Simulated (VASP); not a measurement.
Si3N4, 14 atoms in the cell. It takes space group Fd-3m (No. 227, cubic). The conventional cell has a = 7.789 Å, b = 7.789 Å, c = 7.789 Å, α = 90.00°, β = 90.00°, γ = 90.00°. Si (site symmetry -3m) has 6 N at 1.89 Å within 2.5 Å. Within 2.4 Å of Si (site symmetry -43m) lie 4 N at 1.79 Å. N (site symmetry 3m) has 4 Si at 1.79 to 1.89 Å within 2.4 Å. 

| Item | Value |
| --- | --- |
| Program | VASP 6.6.1 |
| Task | relaxation of cell and atoms |
| Functional | PBEsol |
| Potentials or basis | VASP PAW PBE potentials, release 64 (Si, N) |
| Cutoff | 600 eV |
| k mesh | 6 × 6 × 6 |
| Occupations | gaussian, width 0.02 eV |
| Spin | no spin polarisation |
| Dipole correction | no |
| Further INCAR settings | ALGO = Normal; EDIFF = 1e-06; IBRION = 2; EDIFFG = -0.005; NSW = 70; ISIF = 3 |

Potentials or basis: VASP PAW PBE potentials, release 64 (Si, N).

Launch:

```bash
$ cat potpaw_PBE.64/Si/POTCAR potpaw_PBE.64/N/POTCAR > POTCAR
$ mpirun -np 1 vasp_std > vasp.out
```

Hardware: 1 thread of Intel(R) Xeon(R) Platinum 8559C (Emerald Rapids), with other jobs on the host.

Q: How long does it take, and how much memory?

A: Run time: 3.8 min on 1 thread of Intel(R) Xeon(R) Platinum 8559C (Emerald Rapids) (shared host), peak memory 0.34 GiB. Counts: scf iterations 41, k points 16, ion steps 6.
